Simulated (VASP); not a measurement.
# BN (P6_3/mmc) in VASP: further runs

The runs below take BN through single point, with PBE, r2SCAN.

Program: VASP 6.6.1. These are calculated values, not measurements. Logs are shortened: lines on timing, memory, paths and dates and some standing lists are left out, and cuts for length are marked.

### 1 The cell of the first run

It takes space group P6_3/mmc (No. 194, hexagonal). Conventional cell: a = 2.498 Å, b = 2.498 Å, c = 6.636 Å, α = 90.00°, β = 90.00°, γ = 120.00°. Within 1.9 Å of N (site symmetry -6m2) lie 3 B at 1.44 Å. B (site symmetry -6m2) has 3 N at 1.44 Å within 1.9 Å.

### 2 Single point, PBE

INCAR

```
PREC = Accurate ; ENCUT = 520
EDIFF = 1E-6 ; ISMEAR = 0
SIGMA = 0.025 ; LREAL = False
LASPH = True ; NELM = 60
ALGO = Normal ; ISIF = 2
LWAVE = False ; LCHARG = True
GGA = PE ; LELF = True
LVHAR = True ; NBANDS = 16
```

KPOINTS

```
Automatic mesh
0
Gamma
  12 12 4
```

POSCAR

```
BN
1.0
    2.4982400000      0.0000000000      0.0000000000
   -1.2491200000      2.1635393048      0.0000000000
    0.0000000000      0.0000000000      6.6357000000
N B
2 2
Direct
    0.6666666667      0.3333333333      0.2500000000
    0.3333333333      0.6666666667      0.7500000000
    0.6666666667      0.3333333333      0.7500000000
    0.3333333333      0.6666666667      0.2500000000
```

Potentials or basis: VASP PAW PBE potentials, release 64 (N, B).

Run with:

```bash
cat potpaw_PBE.64/N/POTCAR potpaw_PBE.64/B/POTCAR > POTCAR
mpirun -np 1 vasp_std > vasp.out
```

OUTCAR:

```text
PREC = Accurate
   ENCUT = 520
   EDIFF = 1E-6
   ISMEAR = 0
   LREAL = False
   LASPH = True
   NELM = 60
   ISIF = 2
   GGA = PE

 ion  position               nearest neighbor table
   1  0.667  0.333  0.250-   4 1.44   4 1.44   4 1.44
   2  0.333  0.667  0.750-   3 1.44   3 1.44   3 1.44
   3  0.667  0.333  0.750-   2 1.44   2 1.44   2 1.44
   4  0.333  0.667  0.250-   1 1.44   1 1.44   1 1.44

  LATTYP: Found a hexagonal cell.
 ALAT       =     2.4982400000
 C/A-ratio  =     2.6561499296

  Lattice vectors:

 A1 = (   2.4982400000,   0.0000000000,   0.0000000000)
 A2 = (  -1.2491200000,   2.1635393048,   0.0000000000)
 A3 = (   0.0000000000,   0.0000000000,   6.6357000000)

Analysis of symmetry for initial positions (statically):
=====================================================================
 Subroutine PRICEL returns:
 Original cell was already a primitive cell.

 Routine SETGRP: Setting up the symmetry group for a
 hexagonal supercell.

 Subroutine GETGRP returns: Found 24 space group operations
 (whereof 12 operations were pure point group operations)
 out of a pool of 24 trial point group operations.

The static configuration has the point symmetry D_3d.
 The point group associated with its full space group is D_6h.

Analysis of symmetry for dynamics (positions and initial velocities):
=====================================================================
 Subroutine PRICEL returns:
 Original cell was already a primitive cell.

 Routine SETGRP: Setting up the symmetry group for a
 hexagonal supercell.

 Subroutine GETGRP returns: Found 24 space group operations
 (whereof 12 operations were pure point group operations)
 out of a pool of 24 trial point group operations.

The dynamic configuration has the point symmetry D_3d.
 The point group associated with its full space group is D_6h.

 Subroutine INISYM returns: Found 24 space group operations
 (whereof 12 operations are pure point group operations),
 and found     1 'primitive' translations

----------------------------------------------------------------------------------------

                                     Primitive cell

  volume of cell :      35.8662

  direct lattice vectors                    reciprocal lattice vectors
     2.498240000  0.000000000  0.000000000     0.400281798  0.231102804  0.000000000
    -1.249120000  2.163539305  0.000000000     0.000000000  0.462205608  0.000000000
     0.000000000  0.000000000  6.635700000     0.000000000  0.000000000  0.150700002

  length of vectors
[... 91 lines left out ...]
   NFREE  =      0    steps in history (QN), initial steepest desc. (CG)
   ISIF   =      2    stress and relaxation
   ISYM   =      2    0-nonsym 1-usesym 2-fastsym
   POTIM  = 0.5000    time-step for ionic-motion
   TEBEG  =    0.0;   TEEND  =   0.0 temperature during run
   PSTRESS=    0.0 pullay stress
   NELECT =      16.0000    total number of electrons
   NUPDOWN=      -1.0000    fix difference up-down
   EMIN   =  10.00;   EMAX   =-10.00  energy-range for DOS
   EFERMI =   0.00;   METHOD = LEGACY
   ISMEAR =     0;   SIGMA  =   0.03  broadening in eV -4-tet -1-fermi 0-gaus
   EFERMI_NEDOS =   21; number of points for ismear=-14 and -15
   IALGO  =     38    algorithm
   IMIX   =      4    mixing-type and parameters
     AMIX     =   0.40;   BMIX     =  1.00
     AMIX_MAG =   1.60;   BMIX_MAG =  1.00
  volume/ion in A,a.u.               =       8.97        60.51
  Fermi-wavevector in a.u.,A,eV,Ry     =   1.250891  2.363842 21.289433  1.564729
  Thomas-Fermi vector in A             =   2.384864
   LORBIT       =      0    0 simple, 1 ext, 2 COOP (PROOUT), +10 PAW based schemes
   GGA     = PE    functional components
   LHFCALC =     F    Hartree Fock is set to
   AEXX    =    0.0000 exact exchange contribution
   IVDW    =     0    specifies the selected vdW correction
   LEPSILON=     F    determine dielectric tensor
   LRPA    =     F    only Hartree local field effects (RPA)
 non-spin polarized calculation
 Gauss-broadening in eV      SIGMA  =   0.03
  energy-cutoff  :      520.00
  volume of cell :       35.87
 maximum number of plane-waves:       985
 NGX is ok and might be reduce to    20
   NGX =  9   NGY =  9   NGZ = 25

 number of electron      15.9999997 magnetization

 Free energy of the ion-electron system (eV)
  ---------------------------------------------------
  ext. energy  EPLUGINS =         0.00000000
  ---------------------------------------------------
  free energy    TOTEN  =       -35.14690951 eV

  energy without entropy =      -35.14690951  energy(sigma->0) =      -35.14690951

 E-fermi :   2.5245     XC(G=0): -10.0888

 val. band max:        2.3080714109   @ k =   0.3333   0.3333   0.5000
 cond. band min:       6.5949798865   @ k =   0.5000   0.0000   0.0000
 fundamental gap:      4.2869084756
 Fermi energy:         2.5244890602

 k-point     1 :       0.0000    0.0000    0.0000
  band No.  band energies     occupation
      1     -15.5318      2.00000
      2     -15.2365      2.00000
      3      -3.9421      2.00000
      4      -1.8139      2.00000
      5       0.9859      2.00000
      6       0.9859      2.00000
[... 433 lines left out ...]
      3      -4.5924      2.00000
      4      -4.5346      2.00000
      5      -1.2772      2.00000
      6      -1.2340      2.00000
[... 8 lines left out ...]
     15      19.1831      0.00000
     16      20.9904      0.00000

 [... further k-points ...]

------------------------ aborting loop because EDIFF is reached ----------------------------------------

  FORCE on cell =-STRESS in cart. coord.  units (eV):
  Direction    XX          YY          ZZ          XY          YZ          ZX
  --------------------------------------------------------------------------------------
  -------------------------------------------------------------------------------------
  Total        1.4101785      1.4101785      0.6396193      0.0000000      0.0000000      0.0000000
  in kB       62.9939718     62.9939718     28.5723823      0.0000000      0.0000000      0.0000000
  external PRESSURE =      51.5201086 kB  Pullay stress =       0.0000000 kB

 VOLUME and BASIS-vectors are now :
 -----------------------------------------------------------------------------
  energy-cutoff  :      520.00
  volume of cell :       35.87
      direct lattice vectors                 reciprocal lattice vectors
     2.498240000  0.000000000  0.000000000     0.400281798  0.231102804  0.000000000
    -1.249120000  2.163539305  0.000000000     0.000000000  0.462205608  0.000000000
     0.000000000  0.000000000  6.635700000     0.000000000  0.000000000  0.150700002

 POSITION                                       TOTAL-FORCE (eV/Angst)
 -----------------------------------------------------------------------------------
      1.24912      0.72118      1.65892        -0.000000     -0.000000      0.000000
     -0.00000      1.44236      4.97677         0.000000      0.000000      0.000000
      1.24912      0.72118      4.97677         0.000000     -0.000000      0.000000
     -0.00000      1.44236      1.65892        -0.000000     -0.000000      0.000000
 -----------------------------------------------------------------------------------
    total drift:                                0.000000     -0.000000      0.000000

  FREE ENERGIE OF THE ION-ELECTRON SYSTEM (eV)
  ---------------------------------------------------
  free  energy   TOTEN  =       -35.1469095082 eV

  energy  without entropy=      -35.1469095082  energy(sigma->0) =      -35.14690951
```

Wall time 28 s (1 thread of Intel Xeon Platinum 8259CL at 2.50GHz (Skylake/Cascade Lake), shared host); peak memory 0.15 GiB.

What came out:

- Free energy: -35.1469 eV
- Pressure: 5.2 GPa
- Band gap on the k mesh: 4.29 eV, indirect (least direct gap 4.66 eV)

Levels at points of the mesh, in eV from the valence-band top:
| k point | band 6 | band 7 | band 8 | band 9 | band 10 | band 11 |
| --- | --- | --- | --- | --- | --- | --- |
| (0.00, 0.00, 0.00) | -1.32 | -1.29 | -1.29 | 5.27 | 10.35 | 11.61 |
| (0.50, 0.00, 0.00) | -4.09 | -1.45 | -0.43 | 4.29 | 5.66 | 9.60 |
| (0.00, 0.00, 0.50) | -1.30 | -1.30 | -1.30 | 7.64 | 7.64 | 11.67 |
| (0.50, 0.00, 0.50) | -4.12 | -0.92 | -0.92 | 4.75 | 4.75 | 9.99 |

Caveat: this functional lacks dispersion, which binds the layers, so the pressure and a relaxed spacing across them are unreliable.

### 3 Single point, PBE

INCAR

```
ALGO     = Normal         # electronic algorithm
EDIFF    = 1E-6           # SCF threshold, eV
ENCUT    = 520            # plane-wave cutoff, eV
GGA      = PE             # functional
ISIF     = 2              # what is computed and relaxed
ISMEAR   = 0              # smearing method
LASPH    = T              # aspherical terms in the spheres
LCHARG   = F              # write CHGCAR
LREAL    = F              # projectors in reciprocal space
LWAVE    = F              # write WAVECAR
NBANDS   = 16             # bands
NELM     = 80             # most SCF steps
PREC     = Accurate       # precision mode
SIGMA    = 0.027000000000000003 # smearing width, eV
```

KPOINTS

```
k-points
0
Gamma
  12 12 4
```

POSCAR is that of step 2.

Potentials or basis: VASP PAW PBE potentials, release 64 (N, B).

Run with:

```bash
cat potpaw_PBE.64/N/POTCAR potpaw_PBE.64/B/POTCAR > POTCAR
mpirun -np 1 vasp_std > vasp.out
```

Wall time 26 s (1 thread of Intel Xeon Platinum 8259CL at 2.50GHz (Skylake/Cascade Lake), shared host); peak memory 0.16 GiB.

It converged, with:

| Quantity | Value |
| --- | --- |
| Free energy | -35.1469 eV |
| Pressure | 5.2 GPa |
| Band gap on the k mesh | 4.29 eV, indirect (least direct gap 4.66 eV) |

Stress tensor (GPa, compression positive):
```
6.30 0.00 0.00
0.00 6.30 0.00
0.00 0.00 2.86
```

Levels at points of the mesh, in eV from the valence-band top:
```
           k point  band 5  band 6  band 7  band 8  band 9  band 10  band 11  band 12
(0.00, 0.00, 0.00)   -1.32   -1.32   -1.29   -1.29    5.27    10.35    11.61    11.61
(0.50, 0.00, 0.00)   -4.15   -4.09   -1.45   -0.43    4.29     5.66     9.60    10.03
(0.00, 0.00, 0.50)   -1.30   -1.30   -1.30   -1.30    7.64     7.64    11.67    11.67
(0.50, 0.00, 0.50)   -4.12   -4.12   -0.92   -0.92    4.75     4.75     9.99     9.99
```

Caveat: this functional lacks dispersion, which binds the layers, so the pressure and a relaxed spacing across them are unreliable. A k mesh can miss the band edges.

### 4 Single point, r2SCAN

POSCAR is that of step 3.

INCAR.step1

```
PREC     = Accurate       # precision mode
ENCUT    = 520            # plane-wave cutoff, eV
ISMEAR   = -1             # smearing method
SIGMA    = 0.05           # smearing width, eV
LREAL    = F              # projectors in reciprocal space
LASPH    = T              # aspherical terms in the spheres
NELM     = 80             # most SCF steps
NBANDS   = 16             # bands
GGA      = PE             # functional
ALGO     = Normal         # electronic algorithm
EDIFF    = 1E-4           # SCF threshold, eV
LWAVE    = T              # write WAVECAR
LCHARG   = F              # write CHGCAR
```

INCAR.step2

```
PREC     = Accurate       # precision mode
ENCUT    = 520            # plane-wave cutoff, eV
EDIFF    = 1E-6           # SCF threshold, eV
ISMEAR   = -1             # smearing method
SIGMA    = 0.05           # smearing width, eV
LREAL    = F              # projectors in reciprocal space
LASPH    = T              # aspherical terms in the spheres
NELM     = 80             # most SCF steps
ALGO     = Normal         # electronic algorithm
ISIF     = 2              # what is computed and relaxed
LWAVE    = F              # write WAVECAR
LCHARG   = F              # write CHGCAR
METAGGA  = R2SCAN         # meta-GGA
LMIXTAU  = T            
NBANDS   = 16             # bands
ISTART   = 1
```

KPOINTS

```
Automatic mesh
0
Gamma
  12 12 4
```

Run with:

```bash
cat potpaw_PBE.64/N/POTCAR potpaw_PBE.64/B/POTCAR > POTCAR
cp INCAR.step1 INCAR
mpirun -np 1 vasp_std > vasp.out
cp INCAR.step2 INCAR
mpirun -np 1 vasp_std > vasp.out
```

Run time: 1.8 min. Hardware: 1 thread of Intel Xeon Platinum 8259CL at 2.50GHz (Skylake/Cascade Lake), shared host; peak memory 0.17 GiB.

The run converged. Its results:

```yaml
Free_energy: -38.5916 eV
Pressure: 1.5 GPa
Band_gap_on_the_k_mesh: 4.89 eV, indirect (least direct gap 5.32 eV)
```

Stress tensor (GPa, compression positive):
```
1.94 0.00 0.00
0.00 1.94 0.00
0.00 0.00 0.69
```

Levels at points of the mesh, in eV from the valence-band top:
```tsv
k point	band 6	band 7	band 8	band 9	band 10	band 11
(0.00, 0.00, 0.00)	-1.34	-1.31	-1.31	5.64	11.12	12.36
(0.50, 0.00, 0.00)	-4.23	-1.45	-0.44	4.89	6.35	10.28
(0.00, 0.00, 0.50)	-1.32	-1.32	-1.32	8.15	8.15	12.42
(0.50, 0.00, 0.50)	-4.26	-0.92	-0.92	5.36	5.36	10.71
```

Caveat: the PAW data sets were made with another functional, which shifts forces and pressure a little.

### 5 Overview

```tsv
level	smearing	gap on the mesh (eV)	pressure (GPa)
PBE	gaussian 0.025 eV	4.29	5.2
PBE	gaussian 0.027 eV	4.29	5.2
r2SCAN	fermi-dirac 0.05 eV	4.89	1.5
```

Alike in all rows: task single point; potentials or basis VASP PAW PBE potentials, release 64 (N, B); no spin polarisation; cell as given; k mesh 12 × 12 × 4; cutoff (eV) 520.

On the cell as given the gap runs from 4.29 eV (PBE) to 4.89 eV (r2SCAN). The pressure there spans 1.5 GPa (r2SCAN) to 5.2 GPa (PBE); a positive pressure means that this level wants a larger cell, a negative one a smaller.

Caveats: this functional lacks dispersion, which binds the layers, so the pressure and a relaxed spacing across them are unreliable (some runs); the PAW data sets were made with another functional, which shifts forces and pressure a little (some runs).

Absolute energies hang on the potentials; compare differences alone.
